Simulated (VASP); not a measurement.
# SnSe2 (P-3m1) in VASP: further runs, part 2 of 2

VASP 6.6.1. Earlier steps stand in the parts before.

### 4 Single point, PBEsol

This run uses another cell than the first one, of 25.37 Å³/atom, 1.021 times its volume.

Input file INCAR:

```
PREC = Accurate ; ENCUT = 520
EDIFF = 1E-6 ; ISMEAR = 0
SIGMA = 0.02 ; LREAL = False
LASPH = True ; NELM = 60
ALGO = Normal ; ISIF = 2
LWAVE = False ; LCHARG = False
GGA = PS ; NBANDS = 20
```

Input file KPOINTS:

```
Automatic mesh
0
Gamma
  12 12 6
```

Input file POSCAR:

```
SnSe2
1.0
    3.8174487349      0.0000000000      0.0000000000
   -1.9087243674      3.3060075820      0.0000000000
    0.0000000000      0.0000000000      6.0315823286
Sn Se
1 2
Direct
    0.0000000000      0.0000000000      0.0000000000
    0.6666666667      0.3333333333      0.7371994822
    0.3333333333      0.6666666667      0.2628005178
```

Potentials or basis: VASP PAW PBE potentials, release 64 (Sn_d, Se).

Started as:

```
$ cat potpaw_PBE.64/Sn_d/POTCAR potpaw_PBE.64/Se/POTCAR > POTCAR
$ mpirun -np 1 vasp_std > vasp.out
```

OUTCAR:

```text
PREC = Accurate
   ENCUT = 520
   EDIFF = 1E-6
   ISMEAR = 0
   LREAL = False
   LASPH = True
   NELM = 60
   ISIF = 2
   GGA = PS

 ion  position               nearest neighbor table
   1  0.000  0.000  0.000-   2 2.71   3 2.71   3 2.71   2 2.71   2 2.71   3 2.71
   2  0.667  0.333  0.737-   1 2.71   1 2.71   1 2.71
   3  0.333  0.667  0.263-   1 2.71   1 2.71   1 2.71

  LATTYP: Found a hexagonal cell.
 ALAT       =     3.8174487349
 C/A-ratio  =     1.5800034912

  Lattice vectors:

 A1 = (   3.8174487349,   0.0000000000,   0.0000000000)
 A2 = (  -1.9087243674,   3.3060075820,   0.0000000000)
 A3 = (   0.0000000000,   0.0000000000,   6.0315823286)

Analysis of symmetry for initial positions (statically):
=====================================================================
 Subroutine PRICEL returns:
 Original cell was already a primitive cell.

 Routine SETGRP: Setting up the symmetry group for a
 hexagonal supercell.

 Subroutine GETGRP returns: Found 12 space group operations
 (whereof 12 operations were pure point group operations)
 out of a pool of 24 trial point group operations.

The static configuration has the point symmetry D_3d.

Analysis of symmetry for dynamics (positions and initial velocities):
=====================================================================
 Subroutine PRICEL returns:
 Original cell was already a primitive cell.

 Routine SETGRP: Setting up the symmetry group for a
 hexagonal supercell.

 Subroutine GETGRP returns: Found 12 space group operations
 (whereof 12 operations were pure point group operations)
 out of a pool of 24 trial point group operations.

The dynamic configuration has the point symmetry D_3d.

 Subroutine INISYM returns: Found 12 space group operations
 (whereof 12 operations are pure point group operations),
 and found     1 'primitive' translations

----------------------------------------------------------------------------------------

                                     Primitive cell

  volume of cell :      76.1217

  direct lattice vectors                    reciprocal lattice vectors
     3.817448735  0.000000000  0.000000000     0.261955057  0.151239823  0.000000000
    -1.908724367  3.306007582  0.000000000     0.000000000  0.302479645  0.000000000
     0.000000000  0.000000000  6.031582329     0.000000000  0.000000000  0.165793973

  length of vectors
     3.817448735  3.817448735  6.031582329     0.302479645  0.302479645  0.165793973

  position of ions in fractional coordinates (direct lattice)
     0.000000000  0.000000000  0.000000000
     0.666666667  0.333333333  0.737199482
     0.333333333  0.666666667  0.262800518

  ion indices of the primitive-cell ions
   primitive index   ion index
                 1           1
                 2           2
                 3           3

----------------------------------------------------------------------------------------

 KPOINTS: Automatic mesh

Automatic generation of k-mesh.
 Grid dimensions read from file:
 generate k-points for:   12   12    6

 Generating k-lattice:

  Cartesian coordinates                     Fractional coordinates (reciprocal lattice)
     0.021829588  0.012603319  0.000000000     0.083333333 -0.000000000  0.000000000
     0.000000000  0.025206637  0.000000000     0.000000000  0.083333333  0.000000000
     0.000000000  0.000000000  0.027632329     0.000000000  0.000000000  0.166666667

  Length of vectors
     0.025206637  0.025206637  0.027632329

  Shift w.r.t. Gamma in fractional coordinates (k-lattice)
     0.000000000  0.000000000  0.000000000

 Subroutine IBZKPT returns following result:
 ===========================================

 Found    100 irreducible k-points:

 Following reciprocal coordinates:
            Coordinates               Weight
  0.000000  0.000000  0.000000      1.000000
  0.083333  0.000000  0.000000      6.000000
  0.166667  0.000000  0.000000      6.000000
  0.250000  0.000000  0.000000      6.000000
  0.333333  0.000000  0.000000      6.000000
  0.416667  0.000000  0.000000      6.000000
[... 16 lines left out ...]
  0.166667  0.000000  0.166667      6.000000
  0.000000  0.166667  0.166667      6.000000
 [... further k-points ...]
   k-points           NKPTS =    100   k-points in BZ     NKDIM =    100   number of bands    NBANDS=     20
   number of dos      NEDOS =    301   number of ions     NIONS =      3
   total plane-waves  NPLWV =  37632
   dimension x,y,z NGX =    28 NGY =   28 NGZ =   48
   dimension x,y,z NGXF=    56 NGYF=   56 NGZF=   96
   ions per type =               1   2
   NGX,Y,Z   is equivalent  to a cutoff of  12.19, 12.19, 13.23 a.u.
   NGXF,Y,Z  is equivalent  to a cutoff of  24.39, 24.39, 26.46 a.u.
 SYSTEM =  unknown system
   PREC   = accura    normal or accurate (medium, high low for compatibility)
   ISTART =      0    job   : 0-new  1-cont  2-samecut
   ICHARG =      2    charge: 1-file 2-atom 10-const
   ISPIN  =      1    spin polarized calculation?
   LNONCOLLINEAR =      F non collinear calculations
   LSORBIT =      F    spin-orbit coupling
   LASPH  =      T    aspherical Exc in radial PAW
   ENCUT  =  520.0 eV  38.22 Ry    6.18 a.u.   7.10  7.10 11.21*2*pi/ulx,y,z
   NELM   =     60;   NELMIN=  2; NELMDL= -5     # of ELM steps
   EDIFF  = 0.1E-05   stopping-criterion for ELM
   LREAL  =      F    real-space projection
   EDIFFG = 0.1E-04   stopping-criterion for IOM
   NSW    =      0    number of steps for IOM
   IBRION =     -1    ionic relax: 0-MD 1-quasi-New 2-CG
   NFREE  =      0    steps in history (QN), initial steepest desc. (CG)
   ISIF   =      2    stress and relaxation
   ISYM   =      2    0-nonsym 1-usesym 2-fastsym
   POTIM  = 0.5000    time-step for ionic-motion
   TEBEG  =    0.0;   TEEND  =   0.0 temperature during run
   PSTRESS=    0.0 pullay stress
   NELECT =      26.0000    total number of electrons
   NUPDOWN=      -1.0000    fix difference up-down
   EMIN   =  10.00;   EMAX   =-10.00  energy-range for DOS
   EFERMI =   0.00;   METHOD = LEGACY
   ISMEAR =     0;   SIGMA  =   0.02  broadening in eV -4-tet -1-fermi 0-gaus
   EFERMI_NEDOS =   21; number of points for ismear=-14 and -15
   IALGO  =     38    algorithm
   IMIX   =      4    mixing-type and parameters
     AMIX     =   0.40;   BMIX     =  1.00
     AMIX_MAG =   1.60;   BMIX_MAG =  1.00
  volume/ion in A,a.u.               =      25.37       171.23
  Fermi-wavevector in a.u.,A,eV,Ry     =   1.144361  2.162529 17.817684  1.309563
  Thomas-Fermi vector in A             =   2.281054
   LORBIT       =      0    0 simple, 1 ext, 2 COOP (PROOUT), +10 PAW based schemes
   GGA     = PS    functional components
   LHFCALC =     F    Hartree Fock is set to
   AEXX    =    0.0000 exact exchange contribution
   IVDW    =     0    specifies the selected vdW correction
   LEPSILON=     F    determine dielectric tensor
   LRPA    =     F    only Hartree local field effects (RPA)
 non-spin polarized calculation
 Gauss-broadening in eV      SIGMA  =   0.02
  energy-cutoff  :      520.00
  volume of cell :       76.12
 maximum number of plane-waves:      2091
   NGX = 15   NGY = 15   NGZ = 23

 number of electron      26.0000010 magnetization

 Free energy of the ion-electron system (eV)
  ---------------------------------------------------
  ext. energy  EPLUGINS =         0.00000000
  ---------------------------------------------------
  free energy    TOTEN  =       -12.98158099 eV

  energy without entropy =      -12.98158099  energy(sigma->0) =      -12.98158099

 E-fermi :   4.4968     XC(G=0):  -9.7711

 val. band max:        4.3756508344   @ k =   0.0833   0.0833   0.0000
 cond. band min:       4.7265996914   @ k =   0.0000   0.4167   0.3333
 fundamental gap:      0.3509488570
 Fermi energy:         4.4968157192

 k-point     1 :       0.0000    0.0000    0.0000
  band No.  band energies     occupation
      1     -16.9185      2.00000
      2     -16.9185      2.00000
      3     -16.8813      2.00000
      4     -16.8685      2.00000
      5     -16.8685      2.00000
      6      -9.6718      2.00000
[... 12 lines left out ...]
     19      13.2250      0.00000
     20      13.2250      0.00000

 k-point     2 :       0.0833    0.0000    0.0000
  band No.  band energies     occupation
      1     -16.9214      2.00000
      2     -16.9158      2.00000
      3     -16.8794      2.00000
      4     -16.8703      2.00000
      5     -16.8683      2.00000
      6      -9.6034      2.00000
[... 498 lines left out ...]
 k-point    24 :       0.0000    0.1667    0.1667
  band No.  band energies     occupation
      1     -16.9302      2.00000
      2     -16.9092      2.00000
      3     -16.8770      2.00000
      4     -16.8716      2.00000
      5     -16.8670      2.00000
      6      -9.3495      2.00000
[... 12 lines left out ...]
     19      12.0470      0.00000
     20      13.0591      0.00000

 [... further k-points ...]
[... 5 lines left out ...]
  --------------------------------------------------------------------------------------
  -------------------------------------------------------------------------------------
  Total        0.1948520      0.1948520      0.2694921      0.0000000      0.0000000      0.0000000
  in kB        4.1011633      4.1011633      5.6721584      0.0000000      0.0000000      0.0000000
  external PRESSURE =       4.6248283 kB  Pullay stress =       0.0000000 kB

 VOLUME and BASIS-vectors are now :
 -----------------------------------------------------------------------------
  energy-cutoff  :      520.00
  volume of cell :       76.12
      direct lattice vectors                 reciprocal lattice vectors
     3.817448735  0.000000000  0.000000000     0.261955057  0.151239823  0.000000000
    -1.908724367  3.306007582  0.000000000     0.000000000  0.302479645  0.000000000
     0.000000000  0.000000000  6.031582329     0.000000000  0.000000000  0.165793973

 POSITION                                       TOTAL-FORCE (eV/Angst)
 -----------------------------------------------------------------------------------
      0.00000      0.00000      0.00000         0.000000      0.000000      0.000000
      1.90872      1.10200      4.44648         0.000000      0.000000     -0.018006
     -0.00000      2.20401      1.58510        -0.000000     -0.000000      0.018006
 -----------------------------------------------------------------------------------
    total drift:                               -0.000000     -0.000000     -0.000000

  FREE ENERGIE OF THE ION-ELECTRON SYSTEM (eV)
  ---------------------------------------------------
  free  energy   TOTEN  =       -12.9815809881 eV

  energy  without entropy=      -12.9815809881  energy(sigma->0) =      -12.98158099
```

OSZICAR:

```text
N       E                     dE             d eps       ncg     rms          rms(c)
DAV:   1     0.204169297199E+03    0.20417E+03   -0.12095E+04  4124   0.149E+03
DAV:   2     0.103556629278E+02   -0.19381E+03   -0.18654E+03  4272   0.390E+02
DAV:   3    -0.124276512474E+02   -0.22783E+02   -0.22211E+02  4872   0.113E+02
DAV:   4    -0.132230717996E+02   -0.79542E+00   -0.79381E+00  4760   0.222E+01
DAV:   5    -0.132416112933E+02   -0.18539E-01   -0.18538E-01  5484   0.356E+00    0.497E+00
DAV:   6    -0.130085549039E+02    0.23306E+00   -0.45237E-01  5848   0.743E+00    0.315E+00
DAV:   7    -0.129834146204E+02    0.25140E-01   -0.13522E-01  4836   0.251E+00    0.910E-01
DAV:   8    -0.129815430878E+02    0.18715E-02   -0.10565E-02  5168   0.964E-01    0.259E-01
DAV:   9    -0.129815707060E+02   -0.27618E-04   -0.11330E-03  4600   0.246E-01    0.752E-02
DAV:  10    -0.129815698821E+02    0.82395E-06   -0.91648E-05  4996   0.607E-02    0.280E-02
DAV:  11    -0.129815808662E+02   -0.10984E-04   -0.19316E-05  4500   0.249E-02    0.562E-03
DAV:  12    -0.129815809881E+02   -0.12186E-06   -0.10021E-06  3332   0.751E-03
   1 F= -.12981581E+02 E0= -.12981581E+02  d E =-.900484E-20
```

stdout:

```text
POSCAR found type information on POSCAR SnSe
 POSCAR found :  2 types and       3 ions
 scaLAPACK will be used
 -----------------------------------------------------------------------------
|                                                                             |
|                                                                             |
|     You enforced a specific xc type in the INCAR file but a different       |
|     I HOPE YOU KNOW WHAT YOU ARE DOING!                                     |
|                                                                             |
 -----------------------------------------------------------------------------

 LDA part: xc-table for (Slater+PW92), standard interpolation
 POSCAR, INCAR and KPOINTS ok, starting setup
 FFT: planning ... GRIDC
 FFT: planning ... GRID_SOFT
 FFT: planning ... GRID
 WAVECAR not read
 entering main loop
```

Wall time 2 min (1 thread of Intel Xeon 8259CL, shared host); peak memory 0.29 GiB.

What came out:

```yaml
Free_energy: -12.9816 eV
Pressure: 0.5 GPa
Largest_force: 0.018 eV/Å
Band_gap_on_the_k_mesh: 0.35 eV, indirect (least direct gap 0.85 eV)
```

Forces on the atoms (eV/Å):
```
Sn   0.000  0.000  0.000
Se   0.000  0.000 -0.018
Se   0.000  0.000  0.018
```

Stress tensor (GPa, compression positive):
```
0.41 0.00 0.00
0.00 0.41 0.00
0.00 0.00 0.57
```

Caveat: the PAW data sets were made with another functional, which shifts forces and pressure a little; spin-orbit coupling is left out, which moves the levels of the heavy elements; this functional lacks dispersion, which binds the layers, so the pressure and a relaxed spacing across them are unreliable. A k mesh can miss the band edges.

### 5 Single point, PBEsol

This run uses another cell than the first one, of 25.89 Å³/atom, 1.042 times its volume.

Input file INCAR:

```
SYSTEM = SnSe2
PREC = Accurate ; ENCUT = 520
EDIFF = 1E-7 ; ISMEAR = 0
SIGMA = 0.02 ; LREAL = .False.
LASPH = .True. ; NELM = 100
ALGO = Normal ; ISIF = 2
LWAVE = .False. ; LCHARG = .False.
GGA = PS ; NBANDS = 20
```

Input file KPOINTS:

```
Automatic mesh
0
Gamma
  12 12 6
  0 0 0
```

Input file POSCAR:

```
SnSe2
1.0
    3.8174487349      0.0000000000      0.0000000000
   -1.9087243674      3.3060075820      0.0000000000
    0.0000000000      0.0000000000      6.1546758455
Sn Se
1 2
Direct
    0.0000000000      0.0000000000      0.0000000000
    0.6666666667      0.3333333333      0.7421700586
    0.3333333333      0.6666666667      0.2578299414
```

Started as:

```
$ cat potpaw_PBE.64/Sn_d/POTCAR potpaw_PBE.64/Se/POTCAR > POTCAR
$ mpirun -np 1 vasp_std > vasp.out
```

It took 2.5 min on 1 thread of Intel Xeon 8259CL, shared host; peak memory 0.29 GiB.

The run converged. Its results:

```yaml
Free_energy: -12.9838 eV
Pressure: 0.1 GPa
Largest_force: 0.018 eV/Å
Band_gap_on_the_k_mesh: 0.49 eV, indirect (least direct gap 0.99 eV)
```

Forces in eV/Å, atoms in the order of the input:
```
Sn   0.000  0.000  0.000
Se   0.000  0.000 -0.018
Se   0.000  0.000  0.018
```

Levels at points of the mesh, in eV from the valence-band top:
| k point | band 11 | band 12 | band 13 | band 14 | band 15 | band 16 |
| --- | --- | --- | --- | --- | --- | --- |
| (0.00, 0.00, 0.00) | -0.36 | -0.36 | -0.14 | 0.85 | 2.94 | 4.56 |
| (0.50, 0.00, 0.00) | -2.55 | -1.46 | -0.30 | 1.10 | 3.57 | 5.11 |
| (0.00, 0.00, 0.50) | -0.72 | -0.17 | -0.17 | 2.43 | 2.83 | 4.26 |
| (0.50, 0.00, 0.50) | -2.06 | -0.95 | -0.77 | 0.62 | 3.94 | 4.55 |

Caveat: the PAW data sets were made with another functional, which shifts forces and pressure a little; spin-orbit coupling is left out, which moves the levels of the heavy elements; this functional lacks dispersion, which binds the layers, so the pressure and a relaxed spacing across them are unreliable. A k mesh can miss the band edges.

### 6 Single point, PBEsol

This run uses another cell than the first one, of 25.89 Å³/atom, 1.042 times its volume.

Input file INCAR:

```
PREC = Accurate ; ENCUT = 520
EDIFF = 1E-7 ; ISMEAR = 0
SIGMA = 0.02 ; LREAL = F
LASPH = T ; NELM = 60
ALGO = Normal ; ISIF = 2
LWAVE = F ; LCHARG = F
GGA = PS ; NBANDS = 20
```

Input file KPOINTS:

```
regular mesh
0
Gamma
  12 12 6
```

POSCAR is that of step 5.

Potentials or basis: VASP PAW PBE potentials, release 64 (Sn_d, Se).

Started as:

```
$ cat potpaw_PBE.64/Sn_d/POTCAR potpaw_PBE.64/Se/POTCAR > POTCAR
$ mpirun -np 1 vasp_std > vasp.out
```

Wall time 2.8 min (1 thread of Intel Xeon 8259CL, shared host); peak memory 0.29 GiB.

It converged, with:

| Item | Value |
| --- | --- |
| Free energy | -12.9838 eV |
| Pressure | 0.1 GPa |
| Largest force | 0.018 eV/Å |
| Band gap on the k mesh | 0.49 eV, indirect (least direct gap 0.99 eV) |

Forces in eV/Å, atoms in the order of the input:
```
Sn   0.000  0.000  0.000
Se   0.000  0.000 -0.018
Se   0.000  0.000  0.018
```

Levels at points of the mesh, in eV from the valence-band top:
```
           k point  band 11  band 12  band 13  band 14  band 15  band 16
(0.00, 0.00, 0.00)    -0.36    -0.36    -0.14     0.85     2.94     4.56
(0.50, 0.00, 0.00)    -2.55    -1.46    -0.30     1.10     3.57     5.11
(0.00, 0.00, 0.50)    -0.72    -0.17    -0.17     2.43     2.83     4.26
(0.50, 0.00, 0.50)    -2.06    -0.95    -0.77     0.62     3.94     4.55
```

Caveat: the PAW data sets were made with another functional, which shifts forces and pressure a little; spin-orbit coupling is left out, which moves the levels of the heavy elements; this functional lacks dispersion, which binds the layers, so the pressure and a relaxed spacing across them are unreliable. A k mesh can miss the band edges.

### 7 The runs side by side

| cell | gap on the mesh (eV) | pressure (GPa) | largest force (eV/Å) |
| --- | --- | --- | --- |
| a = 3.817, b = 3.817, c = 5.908 Å, angles 90.0, 90.0, 120.0°, 3 atoms | 0.21 | 0.9 | 0.02 |
| a = 3.817, b = 3.817, c = 6.032 Å, angles 90.0, 90.0, 120.0°, 3 atoms | 0.35 | 0.5 | 0.02 |
| a = 3.817, b = 3.817, c = 6.155 Å, angles 90.0, 90.0, 120.0°, 3 atoms | 0.49 | 0.1 | 0.02 |

Alike in all rows: task single point; level PBEsol; potentials or basis VASP PAW PBE potentials, release 64 (Sn_d, Se); no spin polarisation; k mesh 12 × 12 × 6; cutoff (eV) 520; smearing gaussian 0.02 eV.

Caveats: the PAW data sets were made with another functional, which shifts forces and pressure a little; spin-orbit coupling is left out, which moves the levels of the heavy elements; this functional lacks dispersion, which binds the layers, so the pressure and a relaxed spacing across them are unreliable (some runs).

Total energies depend on the potentials used, so only differences within one code and one set of settings carry meaning.
